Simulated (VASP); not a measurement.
Runs of VASP 6.6.1 on SiO2. The structure is that of space group Fm-3m (No. 225), or close to it. The cells are those of the table. 

```tsv
level	cell	k mesh	smearing	grid for exact exchange (PRECFOCK)	share of exact exchange	screening parameter	gap on the mesh (eV)	pressure (GPa)
r2SCAN	a = 3.157 Å, angles 60.0°, 3 atoms	10 × 10 × 10	gaussian 0.01 eV	-	-	-	(b)	15.0
HSE06	a = 3.157 Å, angles 60.0°, 3 atoms	6 × 6 × 6	gaussian 0.01 eV	Normal	0.25	0.2079 1/Å	3.63	10.5
PBE	a = 3.202, b = 3.262, c = 3.262 Å, angles 58.8, 60.6, 60.6°, 3 atoms	10 × 10 × 10	fermi-dirac 0.02 eV	-	-	-	1.49	0.3
r2SCAN	a = 3.202, b = 3.262, c = 3.262 Å, angles 58.8, 60.6, 60.6°, 3 atoms	10 × 10 × 10	gaussian 0.01 eV	-	-	-	2.15	(a)
```

Alike in all rows: task single point; potentials or basis VASP PAW PBE potentials, release 64 (Si, O); no spin polarisation; cutoff (eV) 520.

Problem. Fill in the values left out.

Solution. (a) -9.4; (b) 2.74.

Caveats: the PAW data sets were made with another functional, which shifts forces and pressure a little (at least some runs); the cell stands under pressure (at least some runs); the cell stands under tension (at least some runs).

A k mesh can miss the band edges.
